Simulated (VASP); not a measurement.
A run of VASP 6.6.1 is set up as follows.

The input INCAR:

```
SYSTEM = AlCu
PREC = Accurate
ENCUT = 520
EDIFF = 1E-6
ISMEAR = 0
SIGMA = 0.1
LREAL = .FALSE.
LASPH = .TRUE.
NELM = 100
ALGO = Fast
ISIF = 2
LWAVE = .FALSE.
LCHARG = .FALSE.
GGA = PS
NBANDS = 14
```

KPOINTS

```
Automatic mesh
0
G
  12 12 12
  0 0 0
```

POSCAR

```
AlCu
1.0
    2.9975090000      0.0000000000      0.0000000000
    0.0000000000      2.9975090000      0.0000000000
    0.0000000000      0.0000000000      2.9975090000
Al Cu
1 1
Direct
    0.0000000000      0.0000000000      0.1251038779
    0.5000000000      0.5000000000      0.5000000000
```

Potentials or basis: VASP PAW PBE potentials, release 64 (Al, Cu).

Launch:

```sh
$ cat potpaw_PBE.64/Al/POTCAR potpaw_PBE.64/Cu/POTCAR > POTCAR
$ mpirun -np 1 vasp_std > vasp.out
```

(1) Predict the pressure.

(2) What does it give for the largest force?

(3) What does it give for the band gap on the k mesh?

Answers

(1) 1.6 GPa.

(2) 1.402 eV/Å.

(3) zero (band 7 reaches 12.76 eV, above the bottom of band 8 at 7.96 eV).

Caveat: the cell differs from its parent crystal (one atom moved); the PAW data sets were made with another functional, which shifts forces and pressure a little.
